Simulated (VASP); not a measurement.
# SiC in VASP: a series of runs, part 2 of 2

VASP 6.6.1. The steps go on from the part before.

## 4. Single point, PBE (epitaxial 111 strain +1.0%)

INCAR reads:

```
PREC = Accurate
ENCUT = 520
EDIFF = 1E-6
ISMEAR = -1
SIGMA = 0.02
LREAL = False
LASPH = True
NELM = 100
ALGO = Normal
ISIF = 2
LWAVE = False
LCHARG = False
GGA = PE
NBANDS = 11
```

KPOINTS reads:

```
Automatic mesh
0
Gamma
  10 10 10
```

POSCAR reads:

```
SiC
1.0
   -0.0169860927      2.1828467819      2.1828467819
    2.1828467819     -0.0169860927      2.1828467819
    2.1828467819      2.1828467819     -0.0169860927
Si C
1 1
Direct
   -0.0003253515     -0.0003253515     -0.0003253515
    0.2503253515      0.2503253515      0.2503253515
```

Potentials or basis: VASP PAW PBE potentials, release 64 (Si, C).

On the command line:

```bash
$ cat potpaw_PBE.64/Si/POTCAR potpaw_PBE.64/C/POTCAR > POTCAR
$ mpirun -np 1 vasp_std > vasp.out
```

OUTCAR:

```text
PREC = Accurate
   ENCUT = 520
   EDIFF = 1E-6
   ISMEAR = -1
   LREAL = False
   LASPH = True
   NELM = 100
   ISIF = 2
   GGA = PE

 ion  position               nearest neighbor table
   1  1.000  1.000  1.000-   2 1.89   2 1.90   2 1.90   2 1.90
   2  0.250  0.250  0.250-   1 1.89   1 1.90   1 1.90   1 1.90

  LATTYP: Found a trigonal (rhomboedric) cell.
 ALAT       =     3.0870582557
 COS(alpha) =     0.4922034737

  Lattice vectors:

 A1 = (  -0.0169860927,   2.1828467819,   2.1828467819)
 A2 = (   2.1828467819,  -0.0169860927,   2.1828467819)
[... 512 lines left out ...]
      7      19.3374      0.00000
      8      19.7140      0.00000
      9      21.4956      0.00000
     10      25.8527      0.00000
     11      28.8872      0.00000

 [... further k-points ...]
[... 5 lines left out ...]
  --------------------------------------------------------------------------------------
  -------------------------------------------------------------------------------------
  Total       -0.0583806     -0.0583806     -0.0583806      0.2467669      0.2467669      0.2467669
  in kB       -4.4446680     -4.4446680     -4.4446680     18.7870239     18.7870239     18.7870239
  external PRESSURE =      -4.4446680 kB  Pullay stress =       0.0000000 kB

 VOLUME and BASIS-vectors are now :
 -----------------------------------------------------------------------------
  energy-cutoff  :      520.00
  volume of cell :       21.04
      direct lattice vectors                 reciprocal lattice vectors
    -0.016986093  2.182846782  2.182846782    -0.226402197  0.228177790  0.228177790
     2.182846782 -0.016986093  2.182846782     0.228177790 -0.226402197  0.228177790
     2.182846782  2.182846782 -0.016986093     0.228177790  0.228177790 -0.226402197

 POSITION                                       TOTAL-FORCE (eV/Angst)
 -----------------------------------------------------------------------------------
      4.34729      4.34729      4.34729        -0.007527     -0.007527     -0.007527
      1.08859      1.08859      1.08859         0.007527      0.007527      0.007527
 -----------------------------------------------------------------------------------
    total drift:                                0.000019      0.000019      0.000019

  FREE ENERGIE OF THE ION-ELECTRON SYSTEM (eV)
  ---------------------------------------------------
  free  energy   TOTEN  =       -15.0579353256 eV

  energy  without entropy=      -15.0579353256  energy(sigma->0) =      -15.05793533
```

OSZICAR:

```text
N       E                     dE             d eps       ncg     rms          rms(c)
DAV:   1     0.336836496064E+01    0.33684E+01   -0.39170E+03  2696   0.610E+02
DAV:   2    -0.162036937641E+02   -0.19572E+02   -0.18518E+02  3170   0.108E+02
DAV:   3    -0.168643382842E+02   -0.66064E+00   -0.65934E+00  3167   0.161E+01
DAV:   4    -0.168669719155E+02   -0.26336E-02   -0.26335E-02  2914   0.128E+00
DAV:   5    -0.168669839167E+02   -0.12001E-04   -0.12001E-04  3167   0.810E-02    0.864E+00
DAV:   6    -0.151096718931E+02    0.17573E+01   -0.64673E+00  2861   0.113E+01    0.381E+00
DAV:   7    -0.150653188374E+02    0.44353E-01   -0.36503E-01  3038   0.347E+00    0.175E+00
DAV:   8    -0.150577188429E+02    0.76000E-02   -0.20149E-02  2909   0.943E-01    0.172E-01
DAV:   9    -0.150578185858E+02   -0.99743E-04   -0.16975E-03  3166   0.233E-01    0.112E-01
DAV:  10    -0.150579323295E+02   -0.11374E-03   -0.25071E-04  2858   0.956E-02    0.267E-02
DAV:  11    -0.150579349843E+02   -0.26548E-05   -0.44924E-05  3074   0.346E-02    0.711E-03
DAV:  12    -0.150579353256E+02   -0.34134E-06   -0.19412E-06  2415   0.848E-03
   1 F= -.15057935E+02 E0= -.15057935E+02  d E =-.486160E-11
```

stdout:

```text
POSCAR found type information on POSCAR SiC
 POSCAR found :  2 types and       2 ions
 scaLAPACK will be used
 LDA part: xc-table for (Slater+PW92), standard interpolation
 POSCAR, INCAR and KPOINTS ok, starting setup
 FFT: planning ... GRIDC
 FFT: planning ... GRID_SOFT
 FFT: planning ... GRID
 WAVECAR not read
 entering main loop
```

Wall time 9.7 s (1 thread of Intel Xeon Platinum 8488C (Sapphire Rapids), shared host); peak memory 0.14 GiB.

Results:

```
Free energy            : -15.0579 eV
Pressure               : -0.4 GPa
Largest force          : 0.013 eV/Å
Band gap on the k mesh : 1.30 eV (least direct gap 4.45 eV)
```

Forces in eV/Å, atoms in the order of the input:
```
Si  -0.008 -0.008 -0.008
C    0.008  0.008  0.008
```

Stress tensor (GPa, compression positive):
```
-0.44  1.88  1.88
 1.88 -0.44  1.88
 1.88  1.88 -0.44
```

Caveat: the cell differs from its parent crystal (epitaxial 111 strain +1.0%).

## 5. Single point, PBE (epitaxial 111 strain +2.0%)

INCAR reads:

```
SYSTEM = SiC
ALGO = Normal
EDIFF = 1E-6
ENCUT = 520
GGA = PE
ISIF = 2
ISMEAR = -1
LASPH = .TRUE.
LCHARG = .FALSE.
LREAL = .FALSE.
LWAVE = .FALSE.
NBANDS = 11
NELM = 80
PREC = Accurate
SIGMA = 0.02
```

KPOINTS reads:

```
k-points
0
G
  10 10 10
  0 0 0
```

POSCAR reads:

```
SiC
1.0
   -0.0340047089      2.1876086892      2.1876086892
    2.1876086892     -0.0340047089      2.1876086892
    2.1876086892      2.1876086892     -0.0340047089
Si C
1 1
Direct
   -0.0006111106     -0.0006111106     -0.0006111106
    0.2506111106      0.2506111106      0.2506111106
```

On the command line:

```bash
$ cat potpaw_PBE.64/Si/POTCAR potpaw_PBE.64/C/POTCAR > POTCAR
$ mpirun -np 1 vasp_std > vasp.out
```

Wall time 9.6 s (1 thread of Intel Xeon Platinum 8488C (Sapphire Rapids), shared host); peak memory 0.15 GiB.

It converged, with:

- Free energy: -15.0442 eV
- Pressure: -4.0 GPa
- Largest force: 0.026 eV/Å
- Band gap on the k mesh: 1.25 eV (least direct gap 4.36 eV)

Forces on the atoms (eV/Å):
```
Si  -0.015 -0.015 -0.015
C    0.015  0.015  0.015
```

Stress tensor (GPa, compression positive):
```
-4.04  3.61  3.61
 3.61 -4.04  3.61
 3.61  3.61 -4.04
```

Levels at points of the mesh, in eV from the valence-band top:
```
           k point  band 1  band 2  band 3  band 4  band 5  band 6  band 7  band 8  band 9
(0.00, 0.00, 0.00)  -15.26   -0.19   -0.19    0.00    5.60    6.78    6.78    7.37   14.18
(0.50, 0.00, 0.00)  -11.88   -8.49   -1.16   -1.08    5.09    6.90    7.16    9.77   15.61
(0.50, 0.50, 0.00)  -10.41   -7.81   -3.37   -3.11    1.25    4.09   13.40   13.51   14.28
(0.50, 0.50, 0.50)  -11.66   -8.40   -1.31   -1.31    4.67    6.76    6.76    9.63   15.71
```

Caveat: the cell differs from its parent crystal (epitaxial 111 strain +2.0%); the cell stands under tension.

## 6. The runs side by side

```csv
level,cell,k mesh,smearing,grid for exact exchange (PRECFOCK),share of exact exchange,screening parameter,gap on the mesh (eV),pressure (GPa),largest force (eV/Å)
HSE06,"a = 3.080 Å, angles 60.0°, 2 atoms",8 × 8 × 8,gaussian 0.01 eV,Normal,0.25,0.2079 1/Å,2.23,-1.5,-
PBE,"a = 3.074 Å, angles 59.5°, 2 atoms",10 × 10 × 10,fermi-dirac 0.02 eV,-,-,-,1.29,7.8,0.01
PBE,"a = 3.087 Å, angles 60.5°, 2 atoms",10 × 10 × 10,fermi-dirac 0.02 eV,-,-,-,1.30,-0.4,0.01
PBE,"a = 3.094 Å, angles 61.0°, 2 atoms",10 × 10 × 10,fermi-dirac 0.02 eV,-,-,-,1.25,-4.0,0.03
```

Alike in all rows: task single point; potentials or basis VASP PAW PBE potentials, release 64 (Si, C); no spin polarisation; cutoff (eV) 520.

Caveats: the PAW data sets were made with another functional, which shifts forces and pressure a little (at least some runs); the cell stands under pressure (at least some runs); the cell stands under tension (at least some runs).

Absolute energies hang on the potentials; compare differences alone.
